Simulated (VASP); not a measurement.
Runs of VASP 6.6.1 on SiNi3. Symmetry: Pm-3m, No. 221, cubic system. The conventional cell has a = 3.542 Å, b = 3.542 Å, c = 3.542 Å, α = 90.00°, β = 90.00°, γ = 90.00°. Si (site symmetry m-3m) has 12 Ni at 2.50 Å within 3.3 Å. Ni (site symmetry 4/mmm) has 4 Si at 2.50 Å and 8 Ni at 2.50 Å within 3.3 Å. 

| task | spin | fixed moment (μB) | k mesh for the DOS | occupations for the DOS | pressure (GPa) | moment (μB) |
| --- | --- | --- | --- | --- | --- | --- |
| single point | collinear, zero start | 0.0 | - | - | -6.0 | 0.00 |
| single point | collinear, ferromagnetic start | 0.15 | - | - | -5.9 | 0.15 |
| single point | off | - | - | - | -6.0 | - |
| single point | collinear, ferromagnetic start | 1.5 | - | - | -3.6 | 1.50 |
| single point | collinear, ferromagnetic start | 2.4 | - | - | (a) | 2.40 |
| single point | collinear, ferromagnetic start | 0.9 | - | - | -4.9 | 0.90 |

Alike in all rows: level PBE; potentials or basis VASP PAW PBE potentials, release 64 (Si, Ni); cell as given; k mesh 7 × 7 × 7; cutoff (eV) 520; smearing fermi-dirac 0.05 eV.

Question: Fill in the values left out.

Answer: (a) -0.7.

Caveats: the total moment is fixed, so each spin has its own Fermi level (some runs).
